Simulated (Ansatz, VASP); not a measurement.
# CsSnI3 in VASP and in Ansatz

```
CELL_PARAMETERS angstrom
6.49115 0.00000 0.00000
0.00000 6.49115 0.00000
0.00000 0.00000 6.18074
ATOMIC_POSITIONS crystal
Cs 0.00000 0.00000 0.00000
Sn 0.50000 0.50000 0.50000
I 0.50000 0.50000 0.00000
I 0.50000 0.00000 0.50000
I 0.00000 0.50000 0.50000
```

Change from the starting cell: epitaxial_xy strain +4.0%.

Alike in both runs: task single point; functional HSE06; k mesh 2 × 2 × 2; no spin polarisation.

|  | VASP | Ansatz |
| --- | --- | --- |
| version | VASP 6.6.1 | Ansatz 0.2.0 |
| potentials or method | VASP PAW PBE potentials, release 64 (Cs_sv, Sn_d, I) | plane waves, PAW |
| plane-wave cutoff (eV) | 520 | 420 |
| occupations | gaussian, width 0.01 eV | fixed |
| valence electrons in the cell | 44 | 74 |

|  | VASP | Ansatz | Ansatz less VASP |
| --- | --- | --- | --- |
| gap on the k mesh at the Fermi level (eV) | 1.01 | 1.01 | -0.004 |
| pressure (GPa) | 0.2 | 0.2 | +0.03 |
| traceless stress, the component that is largest in VASP (GPa) | 1.12 | 1.12 | -0.004 |

VASP's potentials hold 44 valence electrons a cell and Ansatz's 74, so a difference there can come from the potentials and not from the codes. Ansatz's warnings: stress exchange threshold loose, stress scf threshold loose.

The k mesh is coarse, so the values compare programs but aren't converged. Neither program's run includes spin-orbit coupling.
